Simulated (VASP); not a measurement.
# SnO (Romarchite): single point with PBEsol

SnO (Romarchite):

```
CELL_PARAMETERS angstrom
3.79265 0.00000 0.00000
0.00000 3.79265 0.00000
0.00000 0.00000 4.75821
ATOMIC_POSITIONS crystal
Sn 0.50000 0.00000 0.24103
Sn 0.00000 0.50000 0.75897
O 0.00000 0.00000 0.00000
O 0.50000 0.50000 0.00000
```

```json
{
  "Program": "VASP 6.6.1",
  "Task": "single point",
  "Functional": "PBEsol",
  "Potentials or basis": "VASP PAW PBE potentials, release 64 (Sn_d, O_h)",
  "Cutoff": "910 eV",
  "k mesh": "4 × 4 × 4",
  "Occupations": "fermi-dirac, width 0.02 eV",
  "Spin": "no spin polarisation"
}
```

- Pressure: 1.0 GPa
- Largest force: 0.367 eV/Å
- Band gap on the k mesh: zero (band 20 reaches 7.53 eV, above the bottom of band 21 at 7.46 eV)

Forces on the atoms (eV/Å):
```
Sn   0.000  0.000  0.367
Sn   0.000  0.000 -0.367
O    0.000  0.000  0.000
O    0.000  0.000  0.000
```

Stress tensor (GPa, compression positive):
```
0.92 0.00 0.00
0.00 0.92 0.00
0.00 0.00 1.13
```

Levels at points of the mesh, in eV from the Fermi level:
```tsv
k point	band 18	band 19	band 20	band 21	band 22	band 23
(0.00, 0.00, 0.00)	-3.21	-3.21	0.06	2.18	4.51	4.69
(0.50, 0.00, 0.00)	-4.93	-2.73	-2.73	3.31	3.31	5.97
(0.50, 0.50, 0.00)	-2.53	-1.82	-1.82	0.00	0.00	4.47
(0.00, 0.00, 0.50)	-3.23	-2.93	-2.19	1.63	2.89	2.89
(0.50, 0.00, 0.50)	-4.89	-1.70	-1.70	2.69	2.69	5.43
(0.50, 0.50, 0.50)	-2.71	-2.54	-2.54	2.36	2.36	4.20
```

Run time: 92 s on 1 thread of Intel(R) Xeon(R) Platinum 8375C CPU @ 2.90GHz (Ice Lake), on a shared host, peak memory 0.29 GiB.

Caveat: the k points lie up to 0.41 Å⁻¹ apart; the cutoff is under 1.25 times the usual one of these potentials, so pressure, stress and relaxed cells hold a basis-set (Pulay) error; the PAW data sets were made with another functional, which shifts forces and pressure a little; spin-orbit coupling is left out, which moves the levels of the heavy elements.
